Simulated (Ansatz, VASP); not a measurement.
**BaTiO3: VASP beside Ansatz**

```
CELL_PARAMETERS angstrom
-2.82767 -1.63255 -2.31773
2.82767 -4.89766 0.00000
-2.82767 -1.63255 4.63546
ATOMIC_POSITIONS crystal
Ba 0.01575 0.99511 0.97326
Ba 0.98425 0.50489 0.52674
Ti 0.50386 0.98954 0.50362
Ti 0.46814 0.51046 0.02438
O 0.53055 0.23162 0.73316
O 0.48625 0.75828 0.23994
O 0.47922 0.75734 0.73348
O 0.53758 0.25276 0.23962
O 0.99089 0.02893 0.47950
O 0.04611 0.47107 0.00370
```

Alike in both runs: task single point; functional PBE; k mesh 7 × 5 × 5; occupations fermi-dirac, width 0.05 eV; no spin polarisation.

|  | VASP | Ansatz |
| --- | --- | --- |
| version | VASP 6.6.1 | Ansatz 0.2.0 |
| potentials or method | VASP PAW PBE potentials, release 64 (Ba_sv, Ti_sv, O), cutoff 520 eV | Ansatz PAW |
| valence electrons in the cell | 80 | 80 |

|  | VASP | Ansatz | Ansatz less VASP |
| --- | --- | --- | --- |
| gap on the k mesh at the Fermi level (eV) | 2.24 | 2.28 | +0.042 |
| least direct gap on the mesh (eV) | 2.33 | 2.35 | +0.019 |
| pressure (GPa) | 10.4 | 8.5 | -1.90 |
| traceless stress, the component that is largest in VASP (GPa) | 2.08 | 2.01 | -0.070 |
| rms of the force components (eV/Å) | 1.153 | 1.118 | -0.0345 |

Atom by atom the forces differ by 0.054 eV/Å (rms over components).

Neither program's run includes spin-orbit coupling. Noted on Ansatz's run: odd divisions of the mesh miss points on the zone boundary, where band edges often lie, so the gap on the mesh can be too wide.
